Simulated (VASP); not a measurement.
# Li7CaNb8O24 (a cell with a defect): single point with PBE

System: Li7CaNb8O24 (a cell with a defect).

```
Li Nb O Ca
1.0
     2.59495    1.49820    4.67222
    -5.18990    2.99639    9.34445
     0.00000   -5.99278    9.34445
Li Nb O Ca
7 8 24 1
Direct
  0.72379 0.35679 0.36658
  0.20811 0.11777 0.11401
  0.74017 0.35804 0.85358
  0.21287 0.11891 0.60697
  0.71482 0.85736 0.36869
  0.20332 0.61158 0.11822
  0.72089 0.84888 0.86467
  0.02481 0.50163 0.49802
  0.50990 0.24515 0.25499
  0.98417 0.49857 0.01807
  0.51368 0.23872 0.76549
  0.97675 0.01201 0.50655
  0.50556 0.75973 0.24731
  0.99748 0.00249 0.00601
  0.48142 0.74797 0.76183
  0.28968 0.32220 0.43696
  0.62115 0.44975 0.13698
  0.88725 0.14776 0.31252
  0.39254 0.06894 0.38823
  0.78631 0.19316 0.06746
  0.14067 0.38138 0.19416
  0.26734 0.32333 0.93837
  0.68515 0.42871 0.63979
  0.89607 0.14071 0.81624
  0.40188 0.05994 0.88627
  0.79098 0.19031 0.57058
  0.16720 0.38863 0.68826
  0.27572 0.84164 0.42121
  0.63226 0.95099 0.12964
  0.88661 0.64138 0.32218
  0.40086 0.57130 0.38938
  0.79337 0.68955 0.07056
  0.14422 0.87948 0.18933
  0.24743 0.82683 0.93632
  0.63358 0.94612 0.62884
  0.83705 0.64665 0.83680
  0.38338 0.56512 0.87771
  0.78049 0.69073 0.57193
  0.13113 0.87421 0.68958
  0.23546 0.61832 0.62244
```

| Quantity | Value |
| --- | --- |
| Program | VASP 6.6.1 |
| Task | single point |
| Functional | PBE |
| Potentials or basis | VASP PAW PBE potentials, release 64 (Li_sv, Nb_sv, O, Ca_sv) |
| Cutoff | 650 eV |
| k mesh | 1 × 1 × 1, shifted |
| Occupations | fermi-dirac, width 0.01 eV |
| Spin | no spin polarisation |
| Dipole correction | no |
| Charge | -1 |
| Further INCAR settings | LREAL = Auto; ALGO = Normal; EDIFF = 1e-06; NBANDS = 166; ISYM = -1; NELECT = 280.0 |

- Largest force: 0.069 eV/Å

Forces on the atoms (eV/Å):
```
Li   0.002  0.001  0.003
Li  -0.001  0.004 -0.003
Li   0.002 -0.003  0.002
Li  -0.007  0.001 -0.003
Li  -0.001  0.000 -0.001
Li   0.000  0.003 -0.003
Li   0.007  0.001 -0.002
Nb   0.012 -0.006  0.002
Nb  -0.019 -0.001  0.008
Nb  -0.004  0.003 -0.004
Nb   0.005  0.016  0.015
Nb   0.006  0.034  0.021
Nb  -0.007 -0.008  0.015
Nb  -0.014 -0.009  0.025
Nb   0.001 -0.009  0.008
O   -0.021  0.011 -0.003
O    0.024  0.000  0.000
O   -0.002 -0.026  0.000
O   -0.012  0.012 -0.002
O    0.008 -0.018  0.000
O    0.021  0.007  0.007
O   -0.003  0.015 -0.012
O    0.066  0.012  0.013
O   -0.005 -0.020 -0.007
O   -0.016 -0.004 -0.006
O    0.002 -0.019 -0.005
O    0.017 -0.003 -0.020
O   -0.038  0.038  0.010
O    0.020  0.005 -0.003
O    0.003 -0.016  0.000
O   -0.015  0.013 -0.022
O    0.001 -0.008 -0.004
O    0.006  0.014 -0.009
O   -0.009  0.013 -0.006
O    0.012 -0.014 -0.007
O   -0.031 -0.049  0.012
O   -0.015  0.004  0.000
O    0.002 -0.008 -0.023
O    0.006  0.009 -0.005
Ca  -0.005  0.005  0.009
```

Levels at points of the mesh, in eV from the Fermi level:
| k point | band 137 | band 138 | band 139 | band 140 | band 141 | band 142 | band 143 | band 144 |
| --- | --- | --- | --- | --- | --- | --- | --- | --- |
| (0.25, 0.25, 0.25) | -3.57 | -3.54 | -3.49 | -0.15 | 0.15 | 0.25 | 0.26 | 0.37 |

Wall time 5.1 min on 1 thread of Intel(R) Xeon(R) Platinum 8488C (Sapphire Rapids), with other jobs on the host, peak memory 0.9 GiB.

Caveat: the cell carries a net charge on a neutralising background, which shifts energy and pressure; the cell is charged against a uniform background, so pressure and absolute levels hang on convention.
